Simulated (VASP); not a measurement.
Write the native input for VASP 6.6.1 that does the following.

```
Task                   : single point
Functional             : PBEsol
Potentials or basis    : VASP PAW PBE potentials, release 64 (Ni)
Cutoff                 : 520 eV
k mesh                 : 18 × 18 × 18
Occupations            : fermi-dirac, width 0.05 eV
Spin                   : collinear spin, ferromagnetic start
Starting moments       : [0.838, 0.838] μB
Dipole correction      : no
Further INCAR settings : ALGO = Normal; EDIFF = 1e-06; NBANDS = 21
```

The structure of Ni lies in POSCAR:

```
Ni
1.0
    0.0000000000      2.5035160762      2.5035160762
    2.5035160762      0.0000000000      2.5035160762
    2.5035160762      2.5035160762      0.0000000000
Ni
2
Direct
    0.1250000000      0.1250000000      0.1250000000
    0.8750000000      0.8750000000      0.8750000000
```

This isn't the form of Ni at room conditions, which is fcc.

The input as run:

INCAR

```
SYSTEM = Ni
PREC     = Accurate       ! precision mode
ENCUT    = 520            ! plane-wave cutoff, eV
EDIFF    = 1E-6           ! SCF threshold, eV
ISMEAR   = -1             ! smearing method
SIGMA    = 0.05           ! smearing width, eV
LREAL    = .False.        ! projectors in reciprocal space
LASPH    = .True.         ! aspherical terms in the spheres
NELM     = 150            ! most SCF steps
ALGO     = Normal         ! electronic algorithm
ISIF     = 2              ! what is computed and relaxed
LWAVE    = .False.        ! write WAVECAR
LCHARG   = .False.        ! write CHGCAR
ISPIN    = 2              ! spin polarisation
MAGMOM   = 0.838 0.838    ! initial moments
LORBIT   = 11             ! projections on sites
LMAXMIX  = 4              ! l up to which the mixer works
GGA      = PS             ! functional
NBANDS   = 21             ! bands
```

KPOINTS

```
Automatic mesh
0
Gamma
  18 18 18
  0 0 0
```

Potentials or basis: VASP PAW PBE potentials, release 64 (Ni).

Run with:

```bash
$ cat potpaw_PBE.64/Ni/POTCAR > POTCAR
$ mpirun -np 1 vasp_std > vasp.out
```

Results of the run:

| Property | Result |
| --- | --- |
| Pressure | -0.1 GPa |
| Net moment | 1.57 μB per cell |
| Site moments | Ni +0.79 μB |
| Valence electrons inside the program's atomic spheres | Ni 9.29 |

Caveat: the PAW data sets were made with another functional, which shifts forces and pressure a little.

It took 4.8 min on 1 thread of Intel(R) Xeon(R) Platinum 8259CL CPU @ 2.50GHz (Skylake/Cascade Lake) (shared host), peak memory 0.3 GiB.
